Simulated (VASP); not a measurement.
Write the native input for VASP 6.6.1 that does the following.

* Task: single point
* Functional: PBE
* Potentials or basis: VASP PAW PBE potentials, release 64 (Gd, O)
* Cutoff: 520 eV
* k mesh: 10 × 10 × 9
* Occupations: fermi-dirac, width 0.05 eV
* Spin: collinear spin, ferromagnetic start
* Starting moments: [7.0, 0.0] μB
* Dipole correction: no
* Further INCAR settings: ALGO = Normal; EDIFF = 1e-06; NBANDS = 23

The structure of GdO lies in POSCAR:

```
GdO
1.0
    3.1743601718      0.0000000000      0.0000000000
   -1.5871800859      2.7490765436      0.0000000000
    0.0000000000      0.0000000000      3.0980182523
Gd O
1 1
Direct
    0.0000000000      0.0000000000      0.0000000000
    0.6666666667      0.3333333333      0.5000000000
```

These files were run (other wordings do the same):

INCAR

```
SYSTEM = GdO
PREC = Accurate ; ENCUT = 520
EDIFF = 1E-6 ; ISMEAR = -1
SIGMA = 0.05 ; LREAL = .FALSE.
LASPH = .TRUE. ; NELM = 150
ALGO = Normal ; ISIF = 2
LWAVE = .FALSE. ; LCHARG = .FALSE.
ISPIN = 2 ; MAGMOM = 7 0
LORBIT = 11 ; LMAXMIX = 6
GGA = PE ; NBANDS = 23
```

KPOINTS

```
regular mesh
0
G
  10 10 9
  0 0 0
```

Potentials or basis: VASP PAW PBE potentials, release 64 (Gd, O).

Command:

```sh
$ cat potpaw_PBE.64/Gd/POTCAR potpaw_PBE.64/O/POTCAR > POTCAR
$ mpirun -np 1 vasp_std > vasp.out
```

It gave:

```json
{"Pressure": "19.3 GPa", "Net moment": "7.36 μB per cell", "Site moments": "Gd +6.92; O -0.02 μB", "Valence electrons inside the program's atomic spheres": "Gd 15.43; O 5.03"}
```

Caveat: a cell with one magnetic atom can't hold antiferromagnetic order, which such compounds often take.

Run time: 2.2 min on 1 thread of AMD EPYC 7R43 64-Core Processor (Zen 3), with other jobs on the host, peak memory 0.17 GiB.
